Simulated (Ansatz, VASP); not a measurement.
## C: VASP beside Ansatz

Contents of INCAR:

```
ALGO = Normal
EDIFF = 1E-6
EDIFFG = -0.002
ENCUT = 520
GGA = PS
IBRION = 2
ISIF = 2
ISMEAR = 0
LASPH = T
LCHARG = F
LREAL = F
LWAVE = F
NELM = 60
NSW = 60
PREC = Accurate
SIGMA = 0.02
```

KPOINTS

```
k-points
0
Gamma
  9 9 6
```

POSCAR

```
C
1.0
    2.4994270181      0.0000000000      0.0000000000
   -1.2497135090      2.1645672925      0.0000000000
    0.0000000000      0.0000000000      4.2229976408
C
4
Direct
    0.3333333333      0.6666666667     -0.0004171440
    0.6666666667      0.3333333333      0.4995828560
    0.3333333333      0.6666666667      0.3744171440
    0.6666666667      0.3333333333      0.8744171440
```

Input for Ansatz:

```yaml
crystal:
  lattice:
    - [2.4994270181, 0.0, 0.0]
    - [-1.249713509, 2.1645672925, 0.0]
    - [0.0, 0.0, 4.2229976408]
  atoms:
    - { symbol: C, position: [0.3333333333, 0.6666666667, -0.000417144] }
    - { symbol: C, position: [0.6666666667, 0.3333333333, 0.499582856] }
    - { symbol: C, position: [0.3333333333, 0.6666666667, 0.374417144] }
    - { symbol: C, position: [0.6666666667, 0.3333333333, 0.874417144] }
basis:
  ecutwfc: 600.0
kpoints:
  mp_grid: { grid: [9, 9, 6] }
hamiltonian:
  xc: pbesol
  pseudopotentials: { kind: paw, azcp: { folder: soft_1 } }
scf:
  occupations: { method: gaussian, width: 0.02 }
output:
  forces: true
  stress: true
  eigenvalues: true
relax:
  adjacent_minimum: "off"
  f_tol: 0.002
  max_steps: 40
```

Change from the starting cell: strained cell.

Alike in both runs: task relaxation of the atoms; functional PBEsol; k mesh 9 × 9 × 6; occupations gaussian, width 0.02 eV; no spin polarisation.

|  | VASP | Ansatz |
| --- | --- | --- |
| version | VASP 6.6.1 | Ansatz 0.2.0 |
| potentials or method | VASP PAW PBE potentials, release 64 (C), cutoff 520 eV | scalar-relativistic, plane waves, PAW |
| valence electrons in the cell | 16 | 16 |

|  | VASP | Ansatz | Ansatz less VASP |
| --- | --- | --- | --- |
| gap on the k mesh at the Fermi level, each at its own relaxed structure (eV) | 3.08 | 3.11 | +0.026 |

VASP's potentials were made for PBE, not for PBEsol, and Ansatz warns of the same on its side. Ansatz's warnings: stress scf threshold loose.
